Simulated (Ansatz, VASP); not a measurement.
LiF: VASP beside Ansatz

```
Li F
1.0
     0.00000    2.01400    1.91330
     2.01400    0.00000    1.91330
     2.01400    2.01400    0.00000
Li F
1 1
Direct
  0.00000 0.00000 0.00000
  0.50000 0.50000 0.50000
```

Change from the starting cell: strain +0.000 along x and y, -0.050 along z, atoms carried along.

Alike in both runs: task single point; functional LDA; k mesh 10 × 10 × 10; occupations gaussian, width 0.05 eV; no spin polarisation.

```csv
,VASP,Ansatz
version,VASP 6.6.1,Ansatz 0.2.0
potentials or method,"VASP PAW LDA potentials, release 64 (Li_sv, F), cutoff 520 eV","scalar-relativistic, plane waves, PAW"
valence electrons in the cell,10,10
```

Ansatz gave:

| Property | Result |
| --- | --- |
| gap on the k mesh at the Fermi level (eV) | 9.26 |
| least direct gap on the mesh (eV) | 9.26 |

Question: Which values does VASP return?

Answer: gap on the k mesh at the Fermi level (eV): 9.25; least direct gap on the mesh (eV): 9.25.

LDA's correlation is that of Perdew and Zunger in VASP and of Perdew and Wang (1992) in Ansatz.

Noted on VASP's run: the cutoff is short for stress, so the pressure is rough.
